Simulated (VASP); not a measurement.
Input of a VASP 6.6.1 run:

INCAR

```
  ALGO = Normal
  DIPOL = 0.5 0.5 0.289
  EDIFF = 1E-6
  ENCUT = 400
  GGA = PE
  GGA_COMPAT = F
  IDIPOL = 3
  ISIF = 2
  ISMEAR = 0
  IVDW = 12
  LASPH = T
  LCHARG = F
  LDIPOL = T
  LREAL = F
  LWAVE = F
  NBANDS = 12
  NELM = 120
  NELMDL = -8
  PREC = Accurate
  SIGMA = 0.03
```

KPOINTS

```
k-points
0
Gamma
  12 12 1
```

POSCAR

```
Sb
1.0
    4.0685005379      0.0000000000      0.0000000000
   -2.0342502689      3.5234248211      0.0000000000
    0.0000000000      0.0000000000     27.1000000030
Sb
2
Direct
    0.3333333333      0.6666666667      0.2583030261
    0.6666666667      0.3333333333      0.3191877487
```

Potentials or basis: VASP PAW PBE potentials, release 64 (Sb).

Launch:

```console
$ cat potpaw_PBE.64/Sb/POTCAR > POTCAR
$ mpirun -np 1 vasp_std > vasp.out
```

Question: What does it give for the dispersion energy per atom?

Answer: -0.237 eV.

Question: Estimate the largest force.

Answer: 0.091 eV/Å.

Question: What does it give for the band gap on the k mesh?

Answer: 1.19 eV, indirect (least direct gap 1.64 eV).

Forces in eV/Å, atoms in the order of the input:
```
Sb   0.000  0.000 -0.091
Sb   0.000  0.000  0.091
```

Caveat: spin-orbit coupling is left out, which moves the levels of the heavy elements.
